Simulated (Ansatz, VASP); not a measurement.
# MnO2 in VASP and in Ansatz

```
Mn O
1.0
     1.42843    0.82471    4.58393
    -1.42843    0.82471    4.58393
     0.00000   -1.64941    4.58393
Mn O
1 2
Direct
  0.00000 0.00000 0.00000
  0.26436 0.26436 0.26436
  0.73564 0.73564 0.73564
```

Alike in both runs: task single point; functional BLYP; k mesh 3 × 3 × 3; occupations tetrahedron; collinear spin.

|  | VASP | Ansatz |
| --- | --- | --- |
| version | VASP 6.6.1 | Ansatz 0.2.0 |
| potentials or method | VASP PAW PBE potentials, release 64 (Mn_sv, O), cutoff 700 eV | scalar-relativistic, plane waves, PAW |
| valence electrons in the cell | 27 | 27 |

VASP gave:

| Quantity | Value |
| --- | --- |
| gap on the k mesh at the Fermi level (eV) | 0.83 |
| least direct gap on the mesh (eV) | 0.83 |
| pressure (GPa) | 10.8 |
| traceless stress, the component that is largest in VASP (GPa) | -3.27 |
| rms of the force components (eV/Å) | 0.242 |
| net moment per atom (μB) | 1.00 |
| size of the moment on the site where the two differ most (μB) | 2.71 |

Question: What did Ansatz give for the same quantities?

Answer: gap on the k mesh at the Fermi level (eV): 0.85; least direct gap on the mesh (eV): 0.85; pressure (GPa): 10.7; traceless stress, the component that is largest in VASP (GPa): -2.94; rms of the force components (eV/Å): 0.234; net moment per atom (μB): 1.00; size of the moment on the site where the two differ most (μB): 2.49.

VASP's potentials were made for PBE, not for BLYP. Site moments also hang on the region over which each program counts them. Atom by atom the forces differ by 0.007 eV/Å (rms over components). Ansatz's warnings: band table not solved further, stability check not made, stress scf threshold loose, tetrahedron derivatives may miss energy slope.

The k mesh is coarse, so the values compare programs but aren't converged.
